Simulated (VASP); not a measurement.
Set up this calculation in VASP 6.6.1, as the native input.

| Property | Result |
| --- | --- |
| Task | single point |
| Functional | r2SCAN |
| Potentials or basis | VASP PAW PBE potentials, release 64 (Cd, S) |
| Cutoff | 520 eV |
| k mesh | 6 × 6 × 4 |
| Occupations | gaussian, width 0.01 eV |
| Spin | no spin polarisation |
| Dipole correction | no |
| Further INCAR settings | ALGO = Normal; EDIFF = 1e-07; NBANDS = 26 |

The system is CdS (Greenockite).

```xyz
4
Lattice="3.9222 0.0000 0.0000 -1.9611 3.3967 0.0000 0.0000 0.0000 6.4334" Properties=species:S:1:pos:R:3 pbc="T T T"
Cd    0.0000    2.2645    0.0039
Cd    1.9611    1.1322    3.2205
S     0.0000    2.2645    2.4087
S     1.9611    1.1322    5.6253
```

One way to write it, as run:

POSCAR

```
CdS
1.0
    3.9221838676      0.0000000000      0.0000000000
   -1.9610919338      3.3967108676      0.0000000000
    0.0000000000      0.0000000000      6.4333658494
Cd S
2 2
Direct
    0.3333333333      0.6666666667      0.0005994205
    0.6666666667      0.3333333333      0.5005994205
    0.3333333333      0.6666666667      0.3744005795
    0.6666666667      0.3333333333      0.8744005795
```

INCAR.step1

```
PREC = Accurate
ENCUT = 520
ISMEAR = 0
SIGMA = 0.01
LREAL = F
LASPH = T
NELM = 60
NBANDS = 26
GGA = PE
ALGO = Normal
EDIFF = 1E-4
LWAVE = T
LCHARG = F
```

INCAR.step2

```
PREC = Accurate
ENCUT = 520
EDIFF = 1E-7
ISMEAR = 0
SIGMA = 0.01
LREAL = F
LASPH = T
NELM = 60
ALGO = Normal
ISIF = 2
LWAVE = F
LCHARG = F
METAGGA = R2SCAN
LMIXTAU = T
NBANDS = 26
ISTART = 1
```

KPOINTS

```
regular mesh
0
Gamma
  6 6 4
```

Potentials or basis: VASP PAW PBE potentials, release 64 (Cd, S).

Run with:

```bash
$ cat potpaw_PBE.64/Cd/POTCAR potpaw_PBE.64/S/POTCAR > POTCAR
$ cp INCAR.step1 INCAR
$ mpirun -np 1 vasp_std > vasp.out
$ cp INCAR.step2 INCAR
$ mpirun -np 1 vasp_std > vasp.out
```

It gave:

```json
{
 "Pressure": "15.6 GPa",
 "Band gap on the k mesh": "2.01 eV, direct"
}
```

Caveat: the PAW data sets were made with another functional, which shifts forces and pressure a little.

Wall time 2.8 min on 1 thread of Intel(R) Xeon(R) Platinum 8259CL CPU @ 2.50GHz (Skylake/Cascade Lake), with other jobs on the host, peak memory 0.22 GiB.
